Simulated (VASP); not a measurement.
## BaCuBr4: single point with PBEsol

Crystal: BaCuBr4.

```xyz
12
Lattice="-7.3316 0.0000 0.0000 0.0000 0.0000 5.3284 0.0000 9.3454 2.6642" Properties=species:S:1:pos:R:3 pbc="T T T"
Br   -7.2773    7.8520    2.6642
Br   -3.6115    1.4934    5.3284
Br   -2.0264    6.1867    5.3284
Br   -5.6922    3.1588    2.6642
Br   -5.8726    5.6278    5.3284
Br   -2.2068    3.7176    2.6642
Br   -1.2060    0.5813    2.6642
Br   -4.8718    8.7641    5.3284
Cu   -7.3231    7.7292    5.3284
Cu   -3.6573    1.6162    2.6642
Ba   -3.9590    6.5276    2.6642
Ba   -0.2933    2.8178    5.3284
```

```yaml
Program: VASP 6.6.1
Task: single point
Functional: PBEsol
Potentials_or_basis: VASP PAW PBE potentials, release 64 (Br, Cu, Ba_sv)
Cutoff: 600 eV
k_mesh: 5 × 7 × 7
Occupations: fermi-dirac, width 0.1 eV
Spin: no spin polarisation
```

- Pressure: -2.1 GPa
- Largest force: 0.376 eV/Å
- Band gap on the k mesh: zero (bands 49 and 50 overlap by 0.49 eV)

Forces on the atoms (eV/Å):
```
Br   0.085 -0.045  0.000
Br   0.085  0.045  0.000
Br   0.065  0.122  0.000
Br   0.065 -0.122  0.000
Br  -0.016  0.164  0.000
Br  -0.016 -0.164  0.000
Br   0.015 -0.283  0.000
Br   0.015  0.283  0.000
Cu   0.150 -0.036  0.000
Cu   0.150  0.036  0.000
Ba  -0.299  0.228  0.000
Ba  -0.299 -0.228  0.000
```

Stress tensor (GPa, compression positive):
```
-2.43  0.00  0.00
 0.00 -1.90  0.00
 0.00  0.00 -2.11
```

Levels at points of the mesh, in eV from the Fermi level:
```
           k point  band 46  band 47  band 48  band 49  band 50  band 51  band 52  band 53
(0.00, 0.00, 0.00)    -0.91    -0.85    -0.76    -0.41     0.20     2.89     3.71     3.90
```

It took 6.7 min on 4 MPI ranks on AMD EPYC 7R13 Processor (Zen 3) (shared host), peak memory 1.3 GiB a rank.

Caveat: the PAW data sets were made with another functional, which shifts forces and pressure a little; spin-orbit coupling is left out, which moves the levels of the heavy elements.
